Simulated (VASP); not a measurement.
A run of VASP 6.6.1:

File POSCAR:

```
Pd
1.0
   -1.1565248346      1.1565248346      1.1565248346
    1.1565248346     -1.1565248346      1.1565248346
    1.1565248346      1.1565248346     -1.1565248346
Pd
1
Direct
    0.0000000000      0.0000000000      0.0000000000
```

File INCAR.step1:

```
SYSTEM = Pd
ALGO = Normal
EDIFF = 1E-6
ENCUT = 520
GGA = PE
ISIF = 2
ISMEAR = -1
LASPH = .TRUE.
LCHARG = .TRUE.
LMAXMIX = 4
LREAL = .FALSE.
LWAVE = .FALSE.
NBANDS = 11
NELM = 100
PREC = Accurate
SIGMA = 0.08
```

KPOINTS.step1

```
k-points
0
G
  19 19 19
  0 0 0
```

Contents of INCAR.step2:

```
SYSTEM = Pd
ALGO = Normal
EDIFF = 1E-6
ENCUT = 520
GGA = PE
ICHARG = 11
ISIF = 2
ISMEAR = -5
LASPH = .TRUE.
LCHARG = .FALSE.
LMAXMIX = 4
LORBIT = 11
LREAL = .FALSE.
LWAVE = .FALSE.
NBANDS = 11
NEDOS = 1001
NELM = 100
PREC = Accurate
SIGMA = 0.08
```

The input KPOINTS.step2:

```
k-points
0
G
  29 29 29
  0 0 0
```

Potentials or basis: VASP PAW PBE potentials, release 64 (Pd).

Run with:

```sh
$ cat potpaw_PBE.64/Pd/POTCAR > POTCAR
$ cp INCAR.step1 INCAR
$ cp KPOINTS.step1 KPOINTS
$ mpirun -np 1 vasp_std > vasp.out
$ cp INCAR.step2 INCAR
$ cp KPOINTS.step2 KPOINTS
$ mpirun -np 1 vasp_std > vasp.out
```

Hardware: 1 thread of Intel(R) Xeon(R) Platinum 8259CL CPU @ 2.50GHz (Skylake/Cascade Lake) (shared host).

Estimate the wall time of this run.

It took 41 s on 1 thread of Intel(R) Xeon(R) Platinum 8259CL CPU @ 2.50GHz (Skylake/Cascade Lake) (shared host), peak memory 0.21 GiB. Counts: k points 680.
